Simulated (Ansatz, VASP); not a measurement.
**Ga: VASP beside Ansatz**

File INCAR:

```
SYSTEM = Ga
ALGO = Normal ; EDIFF = 1E-6
ENCUT = 500 ; GGA = PE
GGA_COMPAT = .False. ; ISIF = 2
ISMEAR = 0 ; LASPH = .True.
LCHARG = .True. ; LELF = .True.
LREAL = .False. ; LVHAR = .True.
LWAVE = .False. ; NBANDS = 34
NELM = 120 ; PREC = Accurate
SIGMA = 0.1
```

Contents of KPOINTS:

```
k-points
0
Gamma
  4 4 4
  0 0 0
```

POSCAR

```
Ga
1.0
    4.4667534910      0.0000000000      0.0000000000
    0.0000000000      4.4667534910      0.0000000000
    0.0000000000      0.0000000000      4.4667534910
Ga
4
Direct
    0.0300000000      0.0300000000      0.0300000000
    0.4700000000      0.9700000000      0.5300000000
    0.5300000000      0.4700000000      0.9700000000
    0.9700000000      0.5300000000      0.4700000000
```

Input for Ansatz:

```yaml
crystal:
  lattice:
    - [4.466753491, 0.0, 0.0]
    - [0.0, 4.466753491, 0.0]
    - [0.0, 0.0, 4.466753491]
  atoms:
    - { symbol: Ga, position: [0.03, 0.03, 0.03] }
    - { symbol: Ga, position: [0.47, 0.97, 0.53] }
    - { symbol: Ga, position: [0.53, 0.47, 0.97] }
    - { symbol: Ga, position: [0.97, 0.53, 0.47] }
basis:
  ecutwfc: 420
kpoints:
  mp_grid: { grid: [4, 4, 4] }
hamiltonian:
  xc: pbe
scf:
  occupations: { method: gaussian, width: 0.1 }
  lower_state_search: "off"
output:
  forces: true
  stress: true
  eigenvalues: true
```

Alike in both runs: task single point; functional PBE; k mesh 4 × 4 × 4; occupations gaussian, width 0.1 eV; no spin polarisation.

|  | VASP | Ansatz |
| --- | --- | --- |
| version | VASP 6.6.1 | Ansatz 0.2.0 |
| potentials or method | VASP PAW PBE potentials, release 64 (Ga_d), cutoff 500 eV | scalar-relativistic, plane waves, PAW |
| valence electrons in the cell | 52 | 52 |

Ansatz gave:

- gap on the k mesh at the Fermi level (eV): none
- pressure (GPa): -5.6
- rms of the force components (eV/Å): 0.037

**Question.** Estimate VASP's values.

**Answer.** gap on the k mesh at the Fermi level (eV): none; pressure (GPa): -5.3; rms of the force components (eV/Å): 0.038.

Atom by atom the forces differ by 0.001 eV/Å (rms over components). A gap of «none» marks a metal or a gap that the smearing closes.
